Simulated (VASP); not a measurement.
# C (R-3m) in VASP: a series of runs

C is run at these levels: PBE+D3(BJ); tasks: relaxation of shape and atoms at fixed volume, single point.

All numbers are computed with VASP 6.6.1; they aren't measurements. Logs are shortened: lines on timing, memory, paths and dates and some standing lists are left out, and cuts for length are marked.

### 1 The cell of the first run

Symmetry: R-3m, No. 166, trigonal system. Conventional cell: a = 2.489 Å, b = 2.489 Å, c = 10.145 Å, α = 90.00°, β = 90.00°, γ = 120.00°. C (site symmetry 3m) has 3 C at 1.44 Å within 1.9 Å.

### 2 Relaxation of shape and atoms at fixed volume, PBE+D3(BJ) (9.07 Å³/atom)

Contents of INCAR:

```
ALGO = Normal
EDIFF = 1E-6
EDIFFG = -0.01
ENCUT = 600
GGA = PE
IBRION = 2
ISIF = 4
ISMEAR = 0
IVDW = 12
LASPH = T
LCHARG = F
LREAL = F
LWAVE = F
NELM = 80
NSW = 50
PREC = Accurate
SIGMA = 0.02
```

Contents of KPOINTS:

```
k-points
0
Gamma
  12 12 12
```

Contents of POSCAR:

```
C
1.0
    1.2447287616      0.7186444856      3.3817073675
   -1.2447287616      0.7186444856      3.3817073675
    0.0000000000     -1.4372889711      3.3817073675
C
2
Direct
    0.8334134691      0.8334134691      0.8334134691
    0.1665865309      0.1665865309      0.1665865309
```

Potentials or basis: VASP PAW PBE potentials, release 64 (C).

On the command line:

```sh
$ cat potpaw_PBE.64/C/POTCAR > POTCAR
$ mpirun -np 1 vasp_std > vasp.out
```

OUTCAR:

```text
EDIFF = 1E-6
   EDIFFG = -0.01
   ENCUT = 600
   GGA = PE
   IBRION = 2
   ISIF = 4
   ISMEAR = 0
   IVDW = 12
   LASPH = T
   LREAL = F
   NELM = 80
   NSW = 50
   PREC = Accurate
 IVDW          = 12

 ion  position               nearest neighbor table
   1  0.833  0.833  0.833-   2 1.44   2 1.44   2 1.44
   2  0.167  0.167  0.167-   1 1.44   1 1.44   1 1.44

  LATTYP: Found a trigonal (rhomboedric) cell.
 ALAT       =     3.6744719765
 COS(alpha) =     0.7704963663

  Lattice vectors:

 A1 = (   1.2447287616,   0.7186444856,   3.3817073675)
 A2 = (  -1.2447287616,   0.7186444856,   3.3817073675)
 A3 = (   0.0000000000,  -1.4372889711,   3.3817073675)

Analysis of symmetry for initial positions (statically):
=====================================================================
 Subroutine PRICEL returns:
 Original cell was already a primitive cell.

 Routine SETGRP: Setting up the symmetry group for a
 trigonal (rhombohedral) supercell.

 Subroutine GETGRP returns: Found 12 space group operations
 (whereof 12 operations were pure point group operations)
 out of a pool of 12 trial point group operations.

The static configuration has the point symmetry D_3d.

Analysis of symmetry for dynamics (positions and initial velocities):
=====================================================================
 Subroutine PRICEL returns:
 Original cell was already a primitive cell.

 Routine SETGRP: Setting up the symmetry group for a
 trigonal (rhombohedral) supercell.

 Subroutine GETGRP returns: Found 12 space group operations
 (whereof 12 operations were pure point group operations)
 out of a pool of 12 trial point group operations.

The dynamic configuration has the point symmetry D_3d.

 Subroutine INISYM returns: Found 12 space group operations
 (whereof 12 operations are pure point group operations),
 and found     1 'primitive' translations

----------------------------------------------------------------------------------------

                                     Primitive cell

  volume of cell :      18.1500

  direct lattice vectors                    reciprocal lattice vectors
     1.244728762  0.718644486  3.381707367     0.401693940  0.231918104  0.098569538
    -1.244728762  0.718644486  3.381707367    -0.401693940  0.231918104  0.098569538
     0.000000000 -1.437288971  3.381707367     0.000000000 -0.463836208  0.098569538

  length of vectors
     3.674471976  3.674471976  3.674471976     0.474194034  0.474194034  0.474194034

  position of ions in fractional coordinates (direct lattice)
     0.833413469  0.833413469  0.833413469
     0.166586531  0.166586531  0.166586531

  ion indices of the primitive-cell ions
   primitive index   ion index
                 1           1
                 2           2

----------------------------------------------------------------------------------------

 KPOINTS: k-points

Automatic generation of k-mesh.
 Grid dimensions read from file:
 generate k-points for:   12   12   12

 Generating k-lattice:

  Cartesian coordinates                     Fractional coordinates (reciprocal lattice)
     0.033474495  0.019326509  0.008214128     0.083333333  0.000000000  0.000000000
    -0.033474495  0.019326509  0.008214128     0.000000000  0.083333333  0.000000000
     0.000000000 -0.038653017  0.008214128     0.000000000  0.000000000  0.083333333

  Length of vectors
     0.039516170  0.039516170  0.039516170

  Shift w.r.t. Gamma in fractional coordinates (k-lattice)
     0.000000000  0.000000000  0.000000000

 Subroutine IBZKPT returns following result:
 ===========================================

 Found    189 irreducible k-points:

 Following reciprocal coordinates:
            Coordinates               Weight
  0.000000  0.000000  0.000000      1.000000
  0.083333  0.000000  0.000000      6.000000
  0.166667  0.000000  0.000000      6.000000
  0.250000 -0.000000 -0.000000      6.000000
  0.333333  0.000000  0.000000      6.000000
  0.416667 -0.000000 -0.000000      6.000000
[... 16 lines left out ...]
  0.500000  0.166667 -0.000000     12.000000
 -0.416667  0.166667  0.000000     12.000000
 [... further k-points ...]
   k-points           NKPTS =    189   k-points in BZ     NKDIM =    189   number of bands    NBANDS=      8
   number of dos      NEDOS =    301   number of ions     NIONS =      2
   total plane-waves  NPLWV =  27000
   dimension x,y,z NGX =    30 NGY =   30 NGZ =   30
   dimension x,y,z NGXF=    60 NGYF=   60 NGZF=   60
   ions per type =               2
   NGX,Y,Z   is equivalent  to a cutoff of  13.57, 13.57, 13.57 a.u.
   NGXF,Y,Z  is equivalent  to a cutoff of  27.15, 27.15, 27.15 a.u.
 SYSTEM =  unknown system
   PREC   = accura    normal or accurate (medium, high low for compatibility)
   ISTART =      0    job   : 0-new  1-cont  2-samecut
   ICHARG =      2    charge: 1-file 2-atom 10-const
   ISPIN  =      1    spin polarized calculation?
   LNONCOLLINEAR =      F non collinear calculations
   LSORBIT =      F    spin-orbit coupling
   LASPH  =      T    aspherical Exc in radial PAW
   ENCUT  =  600.0 eV  44.10 Ry    6.64 a.u.   7.34  7.34  7.34*2*pi/ulx,y,z
   NELM   =     80;   NELMIN=  2; NELMDL= -5     # of ELM steps
   EDIFF  = 0.1E-05   stopping-criterion for ELM
   LREAL  =      F    real-space projection
   EDIFFG = -.1E-01   stopping-criterion for IOM
   NSW    =     50    number of steps for IOM
   IBRION =      2    ionic relax: 0-MD 1-quasi-New 2-CG
   NFREE  =      1    steps in history (QN), initial steepest desc. (CG)
   ISIF   =      4    stress and relaxation
   ISYM   =      2    0-nonsym 1-usesym 2-fastsym
   POTIM  = 0.5000    time-step for ionic-motion
   TEBEG  =    0.0;   TEEND  =   0.0 temperature during run
   PSTRESS=    0.0 pullay stress
   NELECT =       8.0000    total number of electrons
   NUPDOWN=      -1.0000    fix difference up-down
   EMIN   =  10.00;   EMAX   =-10.00  energy-range for DOS
   EFERMI =   0.00;   METHOD = LEGACY
   ISMEAR =     0;   SIGMA  =   0.02  broadening in eV -4-tet -1-fermi 0-gaus
   EFERMI_NEDOS =   21; number of points for ismear=-14 and -15
   IALGO  =     38    algorithm
   IMIX   =      4    mixing-type and parameters
     AMIX     =   0.40;   BMIX     =  1.00
     AMIX_MAG =   1.60;   BMIX_MAG =  1.00
  volume/ion in A,a.u.               =       9.07        61.24
  Fermi-wavevector in a.u.,A,eV,Ry     =   1.245889  2.354389 21.119510  1.552240
  Thomas-Fermi vector in A             =   2.380091
   LORBIT       =      0    0 simple, 1 ext, 2 COOP (PROOUT), +10 PAW based schemes
   GGA     = PE    functional components
   LHFCALC =     F    Hartree Fock is set to
   AEXX    =    0.0000 exact exchange contribution
   IVDW    =    12    specifies the selected vdW correction
   LEPSILON=     F    determine dielectric tensor
   LRPA    =     F    only Hartree local field effects (RPA)
 conjugate gradient relaxation of ions
 non-spin polarized calculation
 Gauss-broadening in eV      SIGMA  =   0.02
  energy-cutoff  :      600.00
  volume of cell :       18.15
 maximum number of plane-waves:       620
 NGX is ok and might be reduce to    30
   NGX = 15   NGY = 15   NGZ = 15

--------------------------------------- Ionic step        1  -------------------------------------------

 number of electron       8.0000000 magnetization

 Free energy of the ion-electron system (eV)
  ---------------------------------------------------
  ext. energy  EPLUGINS =         0.00000000
  ---------------------------------------------------
  free energy    TOTEN  =       -18.41879352 eV

  energy without entropy =      -18.41879352  energy(sigma->0) =      -18.41879352

------------------------ aborting loop because EDIFF is reached ----------------------------------------

 Edisp (eV)   -0.30814

 E8    (eV) :    -0.0872

  FORCE on cell =-STRESS in cart. coord.  units (eV):
  Direction    XX          YY          ZZ          XY          YZ          ZX
  --------------------------------------------------------------------------------------
  -------------------------------------------------------------------------------------
  Total      -1.36325    -1.36325    -0.05839     0.00000    -0.00000     0.00000
  in kB    -120.33983  -120.33983    -5.15424     0.00000    -0.00000     0.00000
  external pressure =      -81.94 kB  Pullay stress =        0.00 kB

 VOLUME and BASIS-vectors are now :
 -----------------------------------------------------------------------------
  energy-cutoff  :      600.00
  volume of cell :       18.15
      direct lattice vectors                 reciprocal lattice vectors
     1.244728762  0.718644486  3.381707367     0.401693940  0.231918104  0.098569538
    -1.244728762  0.718644486  3.381707367    -0.401693940  0.231918104  0.098569538
     0.000000000 -1.437288971  3.381707367     0.000000000 -0.463836208  0.098569538
[... 41 lines left out ...]
 POSITION                                       TOTAL-FORCE (eV/Angst)
 -----------------------------------------------------------------------------------
      0.00000      0.00000      8.63341         0.000000     -0.000000     -0.004793
      0.00000      0.00000      1.72573         0.000000      0.000000      0.004793
 -----------------------------------------------------------------------------------
    total drift:                               -0.000000      0.000000     -0.000000

  FREE ENERGIE OF THE ION-ELECTRON SYSTEM (eV)
  ---------------------------------------------------
  free  energy   TOTEN  =       -18.7380632260 eV

  energy  without entropy=      -18.7380632260  energy(sigma->0) =      -18.73806323

--------------------------------------- Ionic step        3  -------------------------------------------

 number of electron       8.0000000 magnetization

 Free energy of the ion-electron system (eV)
  ---------------------------------------------------
  ext. energy  EPLUGINS =         0.00000000
  ---------------------------------------------------
  free energy    TOTEN  =       -18.43531024 eV

  energy without entropy =      -18.43531024  energy(sigma->0) =      -18.43531024

 E-fermi :   4.3407     XC(G=0): -10.1407

 val. band max:        4.1582112562   @ k =  -0.3333   0.3333   0.0000
 cond. band min:       4.7242988582   @ k =  -0.3333   0.3333   0.0000
 fundamental gap:      0.5660876021
 Fermi energy:         4.3407032253

 k-point     1 :       0.0000    0.0000    0.0000
  band No.  band energies     occupation
      1     -15.1669      2.00000
      2      -2.2265      2.00000
      3       1.4266      2.00000
      4       1.4266      2.00000
      5       8.5363      0.00000
      6      12.7772      0.00000
      7      12.7772      0.00000
      8      15.7679      0.00000

 k-point     2 :       0.0833    0.0000    0.0000
  band No.  band energies     occupation
      1     -15.0000      2.00000
      2      -2.0540      2.00000
      3       0.7762      2.00000
      4       1.0907      2.00000
      5       8.7729      0.00000
      6      12.8567      0.00000
      7      13.4690      0.00000
      8      15.1957      0.00000
[... 221 lines left out ...]
 k-point    23 :       0.5000    0.1667   -0.0000
  band No.  band energies     occupation
      1     -10.6374      2.00000
      2      -6.9819      2.00000
      3      -3.5471      2.00000
      4       1.9294      2.00000
      5       7.1547      0.00000
      6      14.5812      0.00000
      7      15.1989      0.00000
      8      17.7788      0.00000

 k-point    24 :      -0.4167    0.1667    0.0000
  band No.  band energies     occupation
      1      -9.4298      2.00000
      2      -8.3932      2.00000
      3      -3.7324      2.00000
      4       2.9355      2.00000
      5       6.0405      0.00000
      6      14.5436      0.00000
      7      15.7759      0.00000
      8      16.8445      0.00000

 [... further k-points ...]

------------------------ aborting loop because EDIFF is reached ----------------------------------------

 Edisp (eV)   -0.30316

 E8    (eV) :    -0.0856

  FORCE on cell =-STRESS in cart. coord.  units (eV):
  Direction    XX          YY          ZZ          XY          YZ          ZX
  --------------------------------------------------------------------------------------
  -------------------------------------------------------------------------------------
  Total      -0.12694    -0.12694    -0.12447     0.00000    -0.00000     0.00000
  in kB     -11.20521   -11.20521   -10.98713     0.00000    -0.00000     0.00000
  external pressure =      -11.13 kB  Pullay stress =        0.00 kB

 VOLUME and BASIS-vectors are now :
 -----------------------------------------------------------------------------
  energy-cutoff  :      600.00
  volume of cell :       18.15
      direct lattice vectors                 reciprocal lattice vectors
     1.233845782  0.712361195  3.441626298     0.405237030  0.233963708  0.096853436
    -1.233845782  0.712361195  3.441626298    -0.405237030  0.233963708  0.096853436
     0.000000000 -1.424722389  3.441626298     0.000000000 -0.467927416  0.096853436

 POSITION                                       TOTAL-FORCE (eV/Angst)
 -----------------------------------------------------------------------------------
      0.00000      0.00000      8.60486         0.000000     -0.000000     -0.004231
      0.00000      0.00000      1.72001         0.000000      0.000000      0.004231
 -----------------------------------------------------------------------------------
    total drift:                               -0.000000     -0.000000      0.000000

  FREE ENERGIE OF THE ION-ELECTRON SYSTEM (eV)
  ---------------------------------------------------
  free  energy   TOTEN  =       -18.7384711865 eV

  energy  without entropy=      -18.7384711865  energy(sigma->0) =      -18.73847119

 reached required accuracy - stopping structural energy minimisation
```

Wall time 41 s (1 thread of Intel Xeon 6975P-C (Granite Rapids), shared host); peak memory 0.18 GiB.

What came out:

| Property | Result |
| --- | --- |
| Free energy | -18.7385 eV |
| Energy gained by relaxing | 5.8 meV/atom |
| Ionic steps | 3 |
| Pressure after relaxing | -1.1 GPa |
| Largest force after relaxing | 0.004 eV/Å |
| Dispersion energy per atom | -0.152 eV |

Forces in eV/Å, atoms in the order of the input:
```
C    0.000  0.000 -0.004
C    0.000  0.000  0.004
```

The path:
```tsv
step	energy change (eV)	largest force (eV/Å)	pressure (GPa)	volume (Å³)
1	0.0000	0.0007	-8.19	18.15
2	-0.0111	0.0048	0.27	18.15
3	-0.0115	0.0042	-1.11	18.15
```

Final structure:
```
C
1.0
     1.23385    0.71236    3.44163
    -1.23385    0.71236    3.44163
     0.00000   -1.42472    3.44163
C
2
Direct
  0.83341 0.83341 0.83341
  0.16659 0.16659 0.16659
```

### 3 Relaxation of shape and atoms at fixed volume, PBE+D3(BJ) (9.34 Å³/atom)

This run uses another cell than the first one, of 9.34 Å³/atom.

Contents of INCAR:

```
SYSTEM = C
PREC = Accurate
ENCUT = 600
EDIFF = 1E-7
ISMEAR = 0
SIGMA = 0.02
LREAL = .FALSE.
LASPH = .TRUE.
NELM = 60
ALGO = Normal
ISIF = 4
LWAVE = .FALSE.
LCHARG = .FALSE.
GGA = PE
IVDW = 12
IBRION = 2
NSW = 50
EDIFFG = -0.01
```

Contents of KPOINTS:

```
regular mesh
0
G
  12 12 12
  0 0 0
```

Contents of POSCAR:

```
C
1.0
    1.2452690068      0.7189563963      3.4771846632
   -1.2452690068      0.7189563963      3.4771846632
    0.0000000000     -1.4379127926      3.4771846632
C
2
Direct
    0.8333982387      0.8333982387      0.8333982387
    0.1666017613      0.1666017613      0.1666017613
```

Potentials or basis: VASP PAW PBE potentials, release 64 (C).

On the command line:

```sh
$ cat potpaw_PBE.64/C/POTCAR > POTCAR
$ mpirun -np 1 vasp_std > vasp.out
```

It took 49 s on 1 thread of Intel Xeon 6975P-C (Granite Rapids), shared host; peak memory 0.19 GiB.

The run converged. Its results:

| Property | Result |
| --- | --- |
| Free energy | -18.7349 eV |
| Energy gained by relaxing | 5.5 meV/atom |
| Ionic steps | 3 |
| Pressure after relaxing | -1.7 GPa |
| Dispersion energy per atom | -0.147 eV |

Forces in eV/Å, atoms in the order of the input:
```
C    0.000  0.000 -0.003
C    0.000  0.000  0.003
```

Step by step:
```csv
step,energy change (eV),largest force (eV/Å),pressure (GPa),volume (Å³)
1,0.0000,0.0013,-8.49,18.68
2,-0.0108,0.0032,-0.52,18.68
3,-0.0111,0.0030,-1.66,18.68
```

Final structure:
```cif
data_structure
_symmetry_space_group_name_H-M 'P 1'
_symmetry_Int_Tables_number 1
_cell_length_a 3.8145
_cell_length_b 3.8145
_cell_length_c 3.8145
_cell_angle_alpha 37.766
_cell_angle_beta 37.766
_cell_angle_gamma 37.766
_cell_volume 18.68
loop_
_atom_site_label
_atom_site_type_symbol
_atom_site_fract_x
_atom_site_fract_y
_atom_site_fract_z
_atom_site_occupancy
C1 C 0.83339 0.83339 0.83339 1
C2 C 0.16661 0.16661 0.16661 1
```

### 4 Relaxation of shape and atoms at fixed volume, PBE+D3(BJ) (9.69 Å³/atom)

This run uses another cell than the first one, of 9.69 Å³/atom.

Contents of INCAR:

```
ALGO = Normal
EDIFF = 1E-6
EDIFFG = -0.01
ENCUT = 600
GGA = PE
IBRION = 2
ISIF = 4
ISMEAR = 0
IVDW = 12
LASPH = True
LCHARG = False
LREAL = False
LWAVE = False
NELM = 80
NSW = 50
PREC = Accurate
SIGMA = 0.02
```

Contents of KPOINTS:

```
k-points
0
Gamma
  12 12 12
```

Contents of POSCAR:

```
C
1.0
    1.2493790874      0.7213293524      3.5846971382
   -1.2493790874      0.7213293524      3.5846971382
    0.0000000000     -1.4426587048      3.5846971382
C
2
Direct
    0.8333868323      0.8333868323      0.8333868323
    0.1666131677      0.1666131677      0.1666131677
```

On the command line:

```sh
$ cat potpaw_PBE.64/C/POTCAR > POTCAR
$ mpirun -np 1 vasp_std > vasp.out
```

It took 37 s on 1 thread of Intel Xeon 6975P-C (Granite Rapids), shared host; peak memory 0.19 GiB.

Results (log left out):

```
Free energy                : -18.7281 eV
Energy gained by relaxing  : 9.5 meV/atom
Ionic steps                : 3
Pressure after relaxing    : -2.1 GPa
Dispersion energy per atom : -0.140 eV
```

Forces in eV/Å, atoms in the order of the input:
```
C    0.000  0.000 -0.003
C    0.000  0.000  0.003
```

The path:
| step | energy change (eV) | largest force (eV/Å) | pressure (GPa) | volume (Å³) |
| --- | --- | --- | --- | --- |
| 1 | 0.0000 | 0.0022 | -10.73 | 19.38 |
| 2 | -0.0187 | 0.0026 | -0.85 | 19.38 |
| 3 | -0.0190 | 0.0026 | -2.09 | 19.38 |

Final structure:
```
C
1.0
     1.23508    0.71307    3.66820
    -1.23508    0.71307    3.66820
     0.00000   -1.42614    3.66820
C
2
Direct
  0.83338 0.83338 0.83338
  0.16662 0.16662 0.16662
```

### 5 Single point, PBE+D3(BJ), collinear spin

This run uses another cell than the first one, of 8.74 Å³/atom.

Contents of INCAR:

```
PREC = Accurate
ENCUT = 520
EDIFF = 1E-6
ISMEAR = 0
SIGMA = 0.02
LREAL = F
LASPH = T
NELM = 150
ALGO = Normal
ISIF = 2
LWAVE = F
LCHARG = T
ISPIN = 2
MAGMOM = 3 2
LORBIT = 11
GGA = PE
IVDW = 12
LELF = T
LVHAR = T
NBANDS = 15
```

Contents of KPOINTS:

```
Automatic mesh
0
Gamma
  12 12 12
```

Contents of POSCAR:

```
C
1.0
    1.2280287114      0.7090027071      3.3470114498
   -1.2280287114      0.7090027071      3.3470114498
    0.0000000000     -1.4180054142      3.3470114498
C
2
Direct
    0.8334194958      0.8334194958      0.8334194958
    0.1665805042      0.1665805042      0.1665805042
```

On the command line:

```sh
$ cat potpaw_PBE.64/C/POTCAR > POTCAR
$ mpirun -np 1 vasp_std > vasp.out
```

Wall time 69 s (1 thread of Intel Xeon 6975P-C (Granite Rapids), shared host); peak memory 0.22 GiB.

Results (log left out):

```yaml
Free_energy: -18.7317 eV
Pressure: 3.7 GPa
Net_moment: 0.00 μB per cell
Valence_electrons_inside_the_program's_atomic_spheres: C 2.67
Dispersion_energy_per_atom: -0.157 eV
```

Stress tensor (GPa, compression positive):
```
 5.64  0.00  0.00
 0.00  5.64  0.00
 0.00  0.00 -0.05
```

Caveat: the cell stands under pressure.

### 6 The runs side by side

```csv
task,spin,cell,cutoff (eV),pressure (GPa)
relaxation of shape and atoms at fixed volume,off,"relaxed from a = 3.674 Å, angles 39.6°, 2 atoms",600,-1.1
relaxation of shape and atoms at fixed volume,off,"relaxed from a = 3.763 Å, angles 38.7°, 2 atoms",600,-1.7
relaxation of shape and atoms at fixed volume,off,"relaxed from a = 3.864 Å, angles 37.7°, 2 atoms",600,-2.1
single point,collinear,"a = 3.635 Å, angles 39.5°, 2 atoms",520,3.7
```

Alike in all rows: level PBE+D3(BJ); potentials or basis VASP PAW PBE potentials, release 64 (C); k mesh 12 × 12 × 12; smearing gaussian 0.02 eV.

Caveats: the cell stands under pressure (at least some runs).

Total energies depend on the potentials used, so only differences within one code and one set of settings carry meaning.
